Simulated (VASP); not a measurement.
Set up this calculation in VASP 6.6.1, as the native input.

```yaml
Task: single point
Functional: PBE
Potentials_or_basis: VASP PAW PBE potentials, release 64 (Al, P)
Cutoff: 500 eV
k_mesh: 6 × 6 × 6
Occupations: gaussian, width 0.01 eV
Spin: no spin polarisation
Dipole_correction: no
Further_INCAR_settings: ALGO = Normal; EDIFF = 1e-06; NBANDS = 11
```

The structure of AlP lies in POSCAR:

```
AlP
1.0
    0.0000000000      2.7613659551      2.7613659551
    2.7613659551      0.0000000000      2.7613659551
    2.7613659551      2.7613659551      0.0000000000
Al P
1 1
Direct
    0.0000000000      0.0000000000      0.0000000000
    0.2500000000      0.2500000000      0.2500000000
```

These files were run (other wordings do the same):

INCAR

```
PREC = Accurate ; ENCUT = 500
EDIFF = 1E-6 ; ISMEAR = 0
SIGMA = 0.01 ; LREAL = False
LASPH = True ; NELM = 120
ALGO = Normal ; ISIF = 2
LWAVE = False ; LCHARG = True
GGA = PE ; LELF = True
LVHAR = True ; NBANDS = 11
GGA_COMPAT = False
```

KPOINTS

```
regular mesh
0
Gamma
  6 6 6
```

Potentials or basis: VASP PAW PBE potentials, release 64 (Al, P).

The run is started by

```console
$ cat potpaw_PBE.64/Al/POTCAR potpaw_PBE.64/P/POTCAR > POTCAR
$ mpirun -np 1 vasp_std > vasp.out
```

It gave:

```
Pressure               : -0.7 GPa
Band gap on the k mesh : 1.64 eV, indirect (least direct gap 3.01 eV)
```

Run time: 3.5 s on 1 thread of Intel(R) Xeon(R) 6975P-C (Granite Rapids) (shared host), peak memory 0.14 GiB.
